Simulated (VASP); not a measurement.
# Sc (P6_3/mmc) in VASP: further runs, part 2 of 2

VASP 6.6.1. The steps go on from the part before.

## Step 3: Single point, PBEsol (strain -0.0100 x Voigt [0, 0, 1, 0, 0, 0])

INCAR

```
SYSTEM = Sc
PREC = Accurate ; ENCUT = 520
EDIFF = 1E-6 ; ISMEAR = 0
SIGMA = 0.15 ; LREAL = .False.
LASPH = .True. ; NELM = 100
ALGO = Fast ; ISIF = 2
LWAVE = .False. ; LCHARG = .True.
GGA = PS ; LELF = .True.
LVHAR = .True. ; NBANDS = 18
```

KPOINTS

```
Automatic mesh
0
Gamma
  18 18 10
  0 0 0
```

POSCAR

```
Sc
1.0
    3.3087978973      0.0000000000      0.0000000000
   -1.6543989486      2.8655030350      0.0000000000
    0.0000000000      0.0000000000      5.2153200000
Sc
2
Direct
    0.3333333333      0.6666666667      0.2500000000
    0.6666666667      0.3333333333      0.7500000000
```

Potentials or basis: VASP PAW PBE potentials, release 64 (Sc_sv).

Command:

```console
$ cat potpaw_PBE.64/Sc_sv/POTCAR > POTCAR
$ mpirun -np 1 vasp_std > vasp.out
```

OUTCAR:

```text
SYSTEM = Sc
   PREC = Accurate
   ENCUT = 520
   EDIFF = 1E-6
   ISMEAR = 0
   LREAL = .False.
   LASPH = .True.
   NELM = 100
   ISIF = 2
   GGA = PS

 ion  position               nearest neighbor table
   1  0.333  0.667  0.250-   2 3.23   2 3.23   2 3.23   2 3.23   2 3.23   2 3.23
   2  0.667  0.333  0.750-   1 3.23   1 3.23   1 3.23   1 3.23   1 3.23   1 3.23

  LATTYP: Found a hexagonal cell.
 ALAT       =     3.3087978973
 C/A-ratio  =     1.5761978102

  Lattice vectors:

[... 696 lines left out ...]

  FORCE on cell =-STRESS in cart. coord.  units (eV):
  Direction    XX          YY          ZZ          XY          YZ          ZX
  --------------------------------------------------------------------------------------
  -------------------------------------------------------------------------------------
  Total       -0.6082282     -0.6082282     -0.9035022     -0.0000000      0.0000000     -0.0000000
  in kB      -19.7072053    -19.7072053    -29.2743803     -0.0000000      0.0000000     -0.0000000
  external PRESSURE =     -22.8962636 kB  Pullay stress =       0.0000000 kB

 VOLUME and BASIS-vectors are now :
 -----------------------------------------------------------------------------
  energy-cutoff  :      520.00
  volume of cell :       49.45
      direct lattice vectors                 reciprocal lattice vectors
     3.308797897  0.000000000  0.000000000     0.302224563  0.174489433  0.000000000
    -1.654398949  2.865503035  0.000000000     0.000000000  0.348978866  0.000000000
     0.000000000  0.000000000  5.215320000     0.000000000  0.000000000  0.191742789

 POSITION                                       TOTAL-FORCE (eV/Angst)
 -----------------------------------------------------------------------------------
     -0.00000      1.91034      1.30383         0.000000     -0.000000      0.000000
      1.65440      0.95517      3.91149        -0.000000      0.000000      0.000000
 -----------------------------------------------------------------------------------
    total drift:                               -0.000000      0.000000     -0.000000

  FREE ENERGIE OF THE ION-ELECTRON SYSTEM (eV)
  ---------------------------------------------------
  free  energy   TOTEN  =       -13.2171051838 eV

  energy  without entropy=      -13.1696741610  energy(sigma->0) =      -13.19338967
```

OSZICAR:

```text
N       E                     dE             d eps       ncg     rms          rms(c)
DAV:   1     0.358279608048E+03    0.35828E+03   -0.10941E+04  8008   0.130E+03
DAV:   2     0.485370665649E+01   -0.35343E+03   -0.34675E+03  9776   0.541E+02
DAV:   3    -0.144058565455E+02   -0.19260E+02   -0.18452E+02 13174   0.154E+02
DAV:   4    -0.147861849811E+02   -0.38033E+00   -0.37778E+00 12094   0.192E+01
DAV:   5    -0.147909636012E+02   -0.47786E-02   -0.47752E-02 13654   0.229E+00    0.790E+00
RMM:   6    -0.133142768945E+02    0.14767E+01   -0.20200E+00  8286   0.182E+01    0.268E+00
RMM:   7    -0.132364420491E+02    0.77835E-01   -0.37946E+00 10550   0.141E+01    0.147E+00
RMM:   8    -0.132072100599E+02    0.29232E-01   -0.22470E-01  8797   0.547E+00    0.535E-01
RMM:   9    -0.132153137676E+02   -0.81037E-02   -0.13173E-01 11457   0.206E+00    0.160E-01
RMM:  10    -0.132165262167E+02   -0.12124E-02   -0.21924E-02 11633   0.877E-01    0.609E-02
RMM:  11    -0.132169270762E+02   -0.40086E-03   -0.50990E-03 12304   0.450E-01    0.286E-02
RMM:  12    -0.132170559215E+02   -0.12885E-03   -0.13484E-03 12591   0.206E-01    0.848E-03
RMM:  13    -0.132171035951E+02   -0.47674E-04   -0.43475E-04 12099   0.118E-01    0.113E-02
RMM:  14    -0.132171060891E+02   -0.24940E-05   -0.81581E-05 10742   0.493E-02    0.757E-03
RMM:  15    -0.132171038857E+02    0.22034E-05   -0.28255E-05 10562   0.453E-02    0.141E-03
RMM:  16    -0.132171049379E+02   -0.10521E-05   -0.96019E-06  9639   0.191E-02    0.163E-03
RMM:  17    -0.132171051838E+02   -0.24596E-06   -0.26537E-06  8926   0.147E-02
   1 F= -.13217105E+02 E0= -.13193390E+02  d E =-.474310E-01
```

It took 2.8 min on 1 thread of AMD EPYC 9R45 (Zen 5), shared host; peak memory 0.26 GiB.

Results:

```
Free energy            : -13.2171 eV
Pressure               : -2.3 GPa
Band gap on the k mesh : zero (bands 11 and 12 overlap by 1.42 eV)
```

Levels at points of the mesh, in eV from the Fermi level:
```
           k point  band 7  band 8  band 9  band 10  band 11  band 12  band 13  band 14  band 15  band 16
(0.00, 0.00, 0.00)  -27.72  -27.70   -5.13    -1.66     0.53     1.59     1.59     1.78     2.02     2.02
(0.50, 0.00, 0.00)  -27.81  -27.76   -1.61    -1.05    -0.68    -0.31     1.25     1.37     1.81     3.76
(0.00, 0.00, 0.50)  -27.75  -27.75   -3.61    -3.61     0.93     0.93     1.52     1.52     1.52     1.52
(0.50, 0.00, 0.50)  -27.81  -27.81   -1.48    -1.48     0.06     0.06     1.26     1.26     2.38     2.38
```

Caveat: the cell differs from its parent crystal (strain -0.0100 x Voigt [0, 0, 1, 0, 0, 0]); the PAW data sets were made with another functional, which shifts forces and pressure a little.

## Step 4: Single point, PBEsol (strain -0.0050 x Voigt [0, 0, 1, 0, 0, 0])

INCAR

```
ALGO     = Fast           # electronic algorithm
EDIFF    = 1E-6           # SCF threshold, eV
ENCUT    = 520            # plane-wave cutoff, eV
GGA      = PS             # functional
ISIF     = 2              # what is computed and relaxed
ISMEAR   = 0              # smearing method
LASPH    = T              # aspherical terms in the spheres
LCHARG   = F              # write CHGCAR
LREAL    = F              # projectors in reciprocal space
LWAVE    = F              # write WAVECAR
NBANDS   = 18             # bands
NELM     = 100            # most SCF steps
PREC     = Accurate       # precision mode
SIGMA    = 0.15           # smearing width, eV
```

KPOINTS

```
k-points
0
Gamma
  18 18 10
```

POSCAR, as its differences from that of step 3:

```diff
@@ -4,3 +4,3 @@
    -1.6543989486      2.8655030350      0.0000000000
-    0.0000000000      0.0000000000      5.2153200000
+    0.0000000000      0.0000000000      5.2416600000
 Sc
```

Command:

```console
$ cat potpaw_PBE.64/Sc_sv/POTCAR > POTCAR
$ mpirun -np 1 vasp_std > vasp.out
```

It took 2.4 min on 1 thread of AMD EPYC 9R45 (Zen 5), shared host; peak memory 0.26 GiB.

The run converged. Its results:

* Free energy: -13.2123 eV
* Pressure: -2.5 GPa
* Band gap on the k mesh: zero (bands 11 and 12 overlap by 1.39 eV)

Stress tensor (GPa, compression positive):
```
-2.09  0.00  0.00
 0.00 -2.09  0.00
 0.00  0.00 -3.38
```

Levels at points of the mesh, in eV from the Fermi level:
```tsv
k point	band 9	band 10	band 11	band 12	band 13	band 14
(0.00, 0.00, 0.00)	-5.12	-1.67	0.48	1.59	1.59	1.74
(0.50, 0.00, 0.00)	-1.60	-1.05	-0.68	-0.30	1.23	1.38
(0.00, 0.00, 0.50)	-3.62	-3.62	0.91	0.91	1.53	1.53
(0.50, 0.00, 0.50)	-1.47	-1.47	0.05	0.05	1.25	1.25
```

Caveat: the cell differs from its parent crystal (strain -0.0050 x Voigt [0, 0, 1, 0, 0, 0]); the PAW data sets were made with another functional, which shifts forces and pressure a little.

## Step 5: Overview

```csv
cell,gap on the mesh (eV),pressure (GPa)
"a = 3.309, b = 3.309, c = 5.163 Å, angles 90.0, 90.0, 120.0°, 2 atoms",none,-1.8
"a = 3.309, b = 3.309, c = 5.215 Å, angles 90.0, 90.0, 120.0°, 2 atoms",none,-2.3
"a = 3.309, b = 3.309, c = 5.242 Å, angles 90.0, 90.0, 120.0°, 2 atoms",none,-2.5
```

Alike in all rows: task single point; level PBEsol; potentials or basis VASP PAW PBE potentials, release 64 (Sc_sv); no spin polarisation; k mesh 18 × 18 × 10; cutoff (eV) 520; smearing gaussian 0.15 eV.

Caveats: the PAW data sets were made with another functional, which shifts forces and pressure a little.

Absolute energies hang on the potentials; compare differences alone.
